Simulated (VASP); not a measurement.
Write the native input for VASP 6.6.1 that does the following.

| Item | Value |
| --- | --- |
| Task | relaxation of cell and atoms |
| Functional | PBE |
| Potentials or basis | VASP PAW PBE potentials, release 64 (C) |
| Cutoff | 600 eV |
| k mesh | 6 × 6 × 4 |
| Occupations | gaussian, width 0.1 eV |
| Spin | no spin polarisation |
| Dipole correction | no |
| Further INCAR settings | ALGO = Normal; EDIFF = 1e-06; IBRION = 2; EDIFFG = -0.04; NSW = 90; ISIF = 3 |

The structure of C lies in POSCAR:

```
C
1.0
    4.1914123200      0.0000000000      0.0000000000
   -2.0957061600      3.6298695500      0.0000000000
    0.0000000000      0.0000000000      3.7967124000
C
12
Direct
    0.3667297700      0.2968874200      0.6494079900
    0.7031125800      0.0698423500      0.3160746600
    0.9301576500      0.6332702300      0.9827413300
    0.6332702300      0.7031125800      0.1494079900
    0.2968874200      0.9301576500      0.8160746600
    0.0698423500      0.3667297700      0.4827413300
    0.0698423500      0.7031125800      0.3505920100
    0.2968874200      0.3667297700      0.0172586700
    0.6332702300      0.9301576500      0.6839253400
    0.9301576500      0.2968874200      0.8505920100
    0.7031125800      0.6332702300      0.5172586700
    0.3667297700      0.0698423500      0.1839253400
```

The input as run:

INCAR

```
PREC = Accurate ; ENCUT = 600
EDIFF = 1E-6 ; ISMEAR = 0
SIGMA = 0.1 ; LREAL = False
LASPH = True ; NELM = 80
ALGO = Normal ; ISIF = 3
LWAVE = False ; LCHARG = False
GGA = PE ; IBRION = 2
NSW = 90 ; EDIFFG = -0.04
```

KPOINTS

```
regular mesh
0
Gamma
  6 6 4
```

Potentials or basis: VASP PAW PBE potentials, release 64 (C).

Command:

```sh
$ cat potpaw_PBE.64/C/POTCAR > POTCAR
$ mpirun -np 1 vasp_std > vasp.out
```

It gave:

| Property | Result |
| --- | --- |
| Relaxed volume | 5.93 Å³/atom |
| Relaxed cell | a = 4.453 Å, b = 4.453 Å, c = 4.142 Å, α = 90.00°, β = 90.00°, γ = 120.00° |
| Space group after relaxing (to 0.05 Å) | P6_522 (No. 179) |
| Energy gained by relaxing | 331.3 meV/atom |
| Ionic steps | 9 |
| Pressure after relaxing | 0.2 GPa |
| Largest force after relaxing | 0.030 eV/Å |
| Band gap on the k mesh | 1.57 eV, indirect (least direct gap 1.95 eV) |

Caveat: the volume moved by over 15 % at a fixed basis, so the end points are rough.

Run time: 2.6 min on 1 thread of AMD EPYC 9R45 96-Core Processor (Zen 5), on a shared host, peak memory 0.16 GiB.
